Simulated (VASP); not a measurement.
Write the native input for VASP 6.6.1 that does the following.

| Property | Result |
| --- | --- |
| Task | single point |
| Functional | PBEsol |
| Potentials or basis | VASP PAW PBE potentials, release 64 (Co) |
| Cutoff | 520 eV |
| k mesh | 12 × 12 × 7 |
| Occupations | fermi-dirac, width 0.05 eV |
| Spin | collinear spin, ferromagnetic start |
| Starting moments | [2.0, 2.0] μB |
| Dipole correction | no |
| Further INCAR settings | ALGO = Normal; EDIFF = 1e-06; NBANDS = 20 |

The structure of Co lies in POSCAR:

```
Co
1.0
    2.4554087999      0.0000000000      0.0000000000
   -1.2277044000      2.1264463974      0.0000000000
    0.0000000000      0.0000000000      3.9941557227
Co
2
Direct
    0.6666666667      0.3333333333      0.7500000000
    0.3333333333      0.6666666667      0.2500000000
```

This cell differs from its parent crystal: volume scaled by 0.98.

The input as run:

INCAR

```
ALGO = Normal
EDIFF = 1E-6
ENCUT = 520
GGA = PS
ISIF = 2
ISMEAR = -1
ISPIN = 2
LASPH = True
LCHARG = False
LMAXMIX = 4
LORBIT = 11
LREAL = False
LWAVE = False
MAGMOM = 2 2
NBANDS = 20
NELM = 150
PREC = Accurate
SIGMA = 0.05
```

KPOINTS

```
k-points
0
Gamma
  12 12 7
```

Potentials or basis: VASP PAW PBE potentials, release 64 (Co).

Launch:

```console
$ cat potpaw_PBE.64/Co/POTCAR > POTCAR
$ mpirun -np 1 vasp_std > vasp.out
```

Results of the run:

```json
{"Pressure": "-2.3 GPa", "Net moment": "3.13 μB per cell", "Site moments": "Co +1.57 μB", "Valence electrons inside the program's atomic spheres": "Co 8.35"}
```

Caveat: the PAW data sets were made with another functional, which shifts forces and pressure a little.

It took 25 s on 1 thread of Intel(R) Xeon(R) 6975P-C (Granite Rapids) (shared host), peak memory 0.16 GiB.
